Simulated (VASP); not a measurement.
Here is a VASP 6.6.1 calculation.

INCAR

```
  PREC = Accurate
  ENCUT = 520
  EDIFF = 1E-6
  ISMEAR = 0
  SIGMA = 0.15
  LREAL = False
  LASPH = True
  NELM = 80
  ALGO = Fast
  ISIF = 2
  LWAVE = False
  LCHARG = False
  GGA = PE
  NBANDS = 10
```

File KPOINTS:

```
regular mesh
0
Gamma
  12 12 12
```

The input POSCAR:

```
Rb
1.0
   -2.8060000000      2.8551050000      2.8551050000
    2.8060000000     -2.7568950000      2.7568950000
    2.8060000000      2.7568950000     -2.7568950000
Rb
1
Direct
    0.0000000000      0.0000000000      0.0000000000
```

Potentials or basis: VASP PAW PBE potentials, release 64 (Rb_sv).

Run with:

```bash
$ cat potpaw_PBE.64/Rb_sv/POTCAR > POTCAR
$ mpirun -np 1 vasp_std > vasp.out
```

**Question.** Predict the pressure.

**Answer.** 0.1 GPa.

**Question.** Predict the band gap on the k mesh.

**Answer.** Zero (an odd number of electrons rules out a gap without spin polarisation).

Stress tensor (GPa, compression positive):
```
 0.10  0.00  0.00
 0.00  0.09 -0.07
 0.00 -0.07  0.09
```

Caveat: the cell differs from its parent crystal (strain +0.0350 x Voigt [0, 0, 0, 1, 0, 0]).
